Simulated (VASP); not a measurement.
# Y (P6_3/mmc) in VASP: notebook

Y is run at these levels: RPBE; tasks: single point.

Program: VASP 6.6.1. These are calculated values, not measurements. Logs are shortened: lines on timing, memory, paths and dates and some standing lists are left out, and cuts for length are marked.

## (1) The cell of the first run

It takes space group P6_3/mmc (No. 194, hexagonal). Conventional cell: a = 3.505 Å, b = 3.505 Å, c = 11.246 Å, α = 90.00°, β = 90.00°, γ = 120.00°. Within 4.6 Å of Y (site symmetry -3m) lie 12 Y at 3.46 to 3.50 Å. Within 4.6 Å of Y (site symmetry -6m2) lie 12 Y at 3.46 to 3.50 Å.

## (2) Single point, RPBE (volume scaled by 0.88)

Contents of INCAR:

```
SYSTEM = Y
ALGO     = Normal         ! electronic algorithm
EDIFF    = 1E-7           ! SCF threshold, eV
ENCUT    = 520            ! plane-wave cutoff, eV
GGA      = RP             ! functional
ISIF     = 2              ! what is computed and relaxed
ISMEAR   = -1             ! smearing method
LASPH    = .True.         ! aspherical terms in the spheres
LCHARG   = .False.        ! write CHGCAR
LREAL    = .False.        ! projectors in reciprocal space
LWAVE    = .False.        ! write WAVECAR
NBANDS   = 30             ! bands
NELM     = 60             ! most SCF steps
PREC     = Accurate       ! precision mode
SIGMA    = 0.1            ! smearing width, eV
```

Contents of KPOINTS:

```
k-points
0
Gamma
  11 11 3
  0 0 0
```

Contents of POSCAR:

```
Y
1.0
    3.5046461320      0.0000000000      0.0000000000
   -1.7523230660      3.0351125815      0.0000000000
    0.0000000000      0.0000000000     11.2455926814
Y
4
Direct
    1.0000000000      0.0000000000      1.0000000000
    0.0000000000      0.0000000000      0.5000000000
    0.3333333333      0.6666666667      0.2500000000
    0.6666666667      0.3333333333      0.7500000000
```

Potentials or basis: VASP PAW PBE potentials, release 64 (Y_sv).

The run is started by

```bash
$ cat potpaw_PBE.64/Y_sv/POTCAR > POTCAR
$ mpirun -np 1 vasp_std > vasp.out
```

OUTCAR:

```text
SYSTEM = Y
   EDIFF = 1E-7
   ENCUT = 520
   GGA = RP
   ISIF = 2
   ISMEAR = -1
   LASPH = .True.
   LREAL = .False.
   NELM = 60
   PREC = Accurate

 ion  position               nearest neighbor table
   1  0.000  0.000  0.000-   3 3.46   4 3.46   3 3.46   4 3.46   4 3.46   3 3.46
   2  0.000  0.000  0.500-   3 3.46   4 3.46   3 3.46   4 3.46   4 3.46   3 3.46
   3  0.333  0.667  0.250-   1 3.46   2 3.46   1 3.46   2 3.46   1 3.46   2 3.46
   4  0.667  0.333  0.750-   1 3.46   2 3.46   1 3.46   2 3.46   1 3.46   2 3.46

  LATTYP: Found a hexagonal cell.
 ALAT       =     3.5046461320
 C/A-ratio  =     3.2087669505

  Lattice vectors:

 A1 = (   3.5046461320,   0.0000000000,   0.0000000000)
 A2 = (  -1.7523230660,   3.0351125815,   0.0000000000)
 A3 = (   0.0000000000,   0.0000000000,  11.2455926814)

Analysis of symmetry for initial positions (statically):
=====================================================================
 Subroutine PRICEL returns:
 Original cell was already a primitive cell.

 Routine SETGRP: Setting up the symmetry group for a
 hexagonal supercell.

 Subroutine GETGRP returns: Found 24 space group operations
 (whereof 12 operations were pure point group operations)
 out of a pool of 24 trial point group operations.

The static configuration has the point symmetry D_3d.
 The point group associated with its full space group is D_6h.

Analysis of symmetry for dynamics (positions and initial velocities):
=====================================================================
 Subroutine PRICEL returns:
 Original cell was already a primitive cell.

 Routine SETGRP: Setting up the symmetry group for a
 hexagonal supercell.

 Subroutine GETGRP returns: Found 24 space group operations
 (whereof 12 operations were pure point group operations)
 out of a pool of 24 trial point group operations.

The dynamic configuration has the point symmetry D_3d.
 The point group associated with its full space group is D_6h.

 Subroutine INISYM returns: Found 24 space group operations
 (whereof 12 operations are pure point group operations),
 and found     1 'primitive' translations

----------------------------------------------------------------------------------------

                                     Primitive cell

  volume of cell :     119.6193

  direct lattice vectors                    reciprocal lattice vectors
     3.504646132  0.000000000  0.000000000     0.285335512  0.164738535  0.000000000
    -1.752323066  3.035112581  0.000000000     0.000000000  0.329477070  0.000000000
     0.000000000  0.000000000 11.245592681     0.000000000  0.000000000  0.088923726

  length of vectors
     3.504646132  3.504646132 11.245592681     0.329477070  0.329477070  0.088923726

  position of ions in fractional coordinates (direct lattice)
     0.000000000  0.000000000  0.000000000
     0.000000000  0.000000000  0.500000000
     0.333333333  0.666666667  0.250000000
     0.666666667  0.333333333  0.750000000

  ion indices of the primitive-cell ions
   primitive index   ion index
                 1           1
                 2           2
                 3           3
                 4           4

----------------------------------------------------------------------------------------

 KPOINTS: k-points

Automatic generation of k-mesh.
 Grid dimensions read from file:
 generate k-points for:   11   11    3

 Generating k-lattice:

  Cartesian coordinates                     Fractional coordinates (reciprocal lattice)
     0.025939592  0.014976230  0.000000000     0.090909091 -0.000000000  0.000000000
     0.000000000  0.029952461  0.000000000     0.000000000  0.090909091  0.000000000
     0.000000000  0.000000000  0.029641242     0.000000000  0.000000000  0.333333333

  Length of vectors
     0.029952461  0.029952461  0.029641242

  Shift w.r.t. Gamma in fractional coordinates (k-lattice)
     0.000000000  0.000000000  0.000000000

 Subroutine IBZKPT returns following result:
 ===========================================

 Found     32 irreducible k-points:

 Following reciprocal coordinates:
            Coordinates               Weight
  0.000000  0.000000  0.000000      1.000000
  0.090909  0.000000  0.000000      6.000000
  0.181818  0.000000  0.000000      6.000000
  0.272727  0.000000  0.000000      6.000000
  0.363636  0.000000  0.000000      6.000000
  0.454545  0.000000  0.000000      6.000000
[... 16 lines left out ...]
  0.090909  0.090909  0.333333     12.000000
  0.181818  0.090909  0.333333     24.000000
 [... further k-points ...]
   k-points           NKPTS =     32   k-points in BZ     NKDIM =     32   number of bands    NBANDS=     30
   number of dos      NEDOS =    301   number of ions     NIONS =      4
   total plane-waves  NPLWV =  65856
   dimension x,y,z NGX =    28 NGY =   28 NGZ =   84
   dimension x,y,z NGXF=    56 NGYF=   56 NGZF=  168
   ions per type =               4
   NGX,Y,Z   is equivalent  to a cutoff of  13.28, 13.28, 12.42 a.u.
   NGXF,Y,Z  is equivalent  to a cutoff of  26.56, 26.56, 24.84 a.u.
 SYSTEM =  Y
   PREC   = accura    normal or accurate (medium, high low for compatibility)
   ISTART =      0    job   : 0-new  1-cont  2-samecut
   ICHARG =      2    charge: 1-file 2-atom 10-const
   ISPIN  =      1    spin polarized calculation?
   LNONCOLLINEAR =      F non collinear calculations
   LSORBIT =      F    spin-orbit coupling
   LASPH  =      T    aspherical Exc in radial PAW
   ENCUT  =  520.0 eV  38.22 Ry    6.18 a.u.   6.52  6.52 20.91*2*pi/ulx,y,z
   NELM   =     60;   NELMIN=  2; NELMDL= -5     # of ELM steps
   EDIFF  = 0.1E-06   stopping-criterion for ELM
   LREAL  =      F    real-space projection
   EDIFFG = 0.1E-05   stopping-criterion for IOM
   NSW    =      0    number of steps for IOM
   IBRION =     -1    ionic relax: 0-MD 1-quasi-New 2-CG
   NFREE  =      0    steps in history (QN), initial steepest desc. (CG)
   ISIF   =      2    stress and relaxation
   ISYM   =      2    0-nonsym 1-usesym 2-fastsym
   POTIM  = 0.5000    time-step for ionic-motion
   TEBEG  =    0.0;   TEEND  =   0.0 temperature during run
   PSTRESS=    0.0 pullay stress
   NELECT =      44.0000    total number of electrons
   NUPDOWN=      -1.0000    fix difference up-down
   EMIN   =  10.00;   EMAX   =-10.00  energy-range for DOS
   EFERMI =   0.00;   METHOD = LEGACY
   ISMEAR =    -1;   SIGMA  =   0.10  broadening in eV -4-tet -1-fermi 0-gaus
   EFERMI_NEDOS =   21; number of points for ismear=-14 and -15
   IALGO  =     38    algorithm
   IMIX   =      4    mixing-type and parameters
     AMIX     =   0.40;   BMIX     =  1.00
     AMIX_MAG =   1.60;   BMIX_MAG =  1.00
  volume/ion in A,a.u.               =      29.90       201.81
  Fermi-wavevector in a.u.,A,eV,Ry     =   1.172984  2.216618 18.720128  1.375891
  Thomas-Fermi vector in A             =   2.309404
   LORBIT       =      0    0 simple, 1 ext, 2 COOP (PROOUT), +10 PAW based schemes
   GGA     = RP    functional components
   LHFCALC =     F    Hartree Fock is set to
   AEXX    =    0.0000 exact exchange contribution
   IVDW    =     0    specifies the selected vdW correction
   LEPSILON=     F    determine dielectric tensor
   LRPA    =     F    only Hartree local field effects (RPA)
 non-spin polarized calculation
  energy-cutoff  :      520.00
  volume of cell :      119.62
 maximum number of plane-waves:      3281
 NGX is ok and might be reduce to    28
   NGX = 13   NGY = 13   NGZ = 41

 number of electron      44.0000002 magnetization

 Free energy of the ion-electron system (eV)
  ---------------------------------------------------
  ext. energy  EPLUGINS =         0.00000000
  ---------------------------------------------------
  free energy    TOTEN  =       -24.26004995 eV

  energy without entropy =      -24.07270507  energy(sigma->0) =      -24.16637751

 E-fermi :   3.6013     XC(G=0):  -9.7033

 val. band max:        3.5709744309   @ k =   0.3636   0.1818   0.0000
 cond. band min:       3.6199076683   @ k =   0.1818   0.1818   0.3333
 fundamental gap:      0.0489332374
 Fermi energy:         3.6012509034

 k-point     1 :       0.0000    0.0000    0.0000
  band No.  band energies     occupation
      1     -38.9080      2.00000
      2     -38.8610      2.00000
      3     -38.8554      2.00000
      4     -38.8078      2.00000
      5     -19.2951      2.00000
      6     -18.9325      2.00000
[... 22 lines left out ...]
     29       5.7731      0.00000
     30       5.7733      0.00000

 k-point     2 :       0.0909    0.0000    0.0000
  band No.  band energies     occupation
      1     -38.9017      2.00000
      2     -38.8565      2.00000
      3     -38.8508      2.00000
      4     -38.8050      2.00000
      5     -19.2755      2.00000
      6     -18.9394      2.00000
[... 22 lines left out ...]
     29       5.8493      0.00000
     30       5.9477      0.00000

 k-point     3 :       0.1818    0.0000    0.0000
  band No.  band energies     occupation
      1     -38.8843      2.00000
      2     -38.8442      2.00000
      3     -38.8386      2.00000
      4     -38.7980      2.00000
      5     -19.2204      2.00000
      6     -18.9732      2.00000
[... 22 lines left out ...]
     29       5.8868      0.00000
     30       6.1677      0.00000

 k-point     4 :       0.2727    0.0000    0.0000
  band No.  band energies     occupation
      1     -38.8604      2.00000
      2     -38.8281      2.00000
      3     -38.8224      2.00000
      4     -38.7899      2.00000
      5     -19.1480      2.00000
      6     -19.0609      2.00000
[... 616 lines left out ...]
     29       5.5781      0.00000
     30       5.8921      0.00000

 k-point    23 :       0.0909    0.0909    0.3333
  band No.  band energies     occupation
      1     -38.8839      2.00000
      2     -38.8677      2.00000
      3     -38.8226      2.00000
      4     -38.8062      2.00000
      5     -19.2003      2.00000
      6     -19.0966      2.00000
[... 22 lines left out ...]
     29       5.8247      0.00000
     30       5.8558      0.00000

 k-point    24 :       0.1818    0.0909    0.3333
  band No.  band energies     occupation
      1     -38.8641      2.00000
      2     -38.8503      2.00000
      3     -38.8117      2.00000
      4     -38.7978      2.00000
      5     -19.1513      2.00000
      6     -19.0959      2.00000
[... 22 lines left out ...]
     29       5.9213      0.00000
     30       6.1520      0.00000

 [... further k-points ...]

------------------------ aborting loop because EDIFF is reached ----------------------------------------

  FORCE on cell =-STRESS in cart. coord.  units (eV):
  Direction    XX          YY          ZZ          XY          YZ          ZX
  --------------------------------------------------------------------------------------
  -------------------------------------------------------------------------------------
  Total        4.0030603      4.0030603      4.1195402      0.0000000     -0.0000000     -0.0000000
  in kB       53.6168613     53.6168613     55.1769895      0.0000000     -0.0000000     -0.0000000
  external PRESSURE =      54.1369040 kB  Pullay stress =       0.0000000 kB

 VOLUME and BASIS-vectors are now :
 -----------------------------------------------------------------------------
  energy-cutoff  :      520.00
  volume of cell :      119.62
      direct lattice vectors                 reciprocal lattice vectors
     3.504646132  0.000000000  0.000000000     0.285335512  0.164738535  0.000000000
    -1.752323066  3.035112581  0.000000000     0.000000000  0.329477070  0.000000000
     0.000000000  0.000000000 11.245592681     0.000000000  0.000000000  0.088923726

 POSITION                                       TOTAL-FORCE (eV/Angst)
 -----------------------------------------------------------------------------------
      0.00000      0.00000      0.00000         0.000000      0.000000     -0.000000
      0.00000      0.00000      5.62280         0.000000      0.000000     -0.000000
     -0.00000      2.02341      2.81140        -0.000000      0.000000     -0.000000
      1.75232      1.01170      8.43419         0.000000     -0.000000      0.000000
 -----------------------------------------------------------------------------------
    total drift:                                0.000000     -0.000000      0.000000

  FREE ENERGIE OF THE ION-ELECTRON SYSTEM (eV)
  ---------------------------------------------------
  free  energy   TOTEN  =       -24.2600499479 eV

  energy  without entropy=      -24.0727050726  energy(sigma->0) =      -24.16637751
```

It took 4 min on 1 thread of Oxide Virtual Turin-like, shared host; peak memory 0.25 GiB.

What came out:

* Free energy: -24.2600 eV
* Pressure: 5.4 GPa
* Band gap on the k mesh: zero (band 22 reaches 4.49 eV, above the bottom of band 23 at 3.27 eV)

Stress tensor (GPa, compression positive):
```
5.36 0.00 0.00
0.00 5.36 0.00
0.00 0.00 5.52
```

Caveat: the PAW data sets were made with another functional, which shifts forces and pressure a little.

(Part 1 of 2 ends here.)
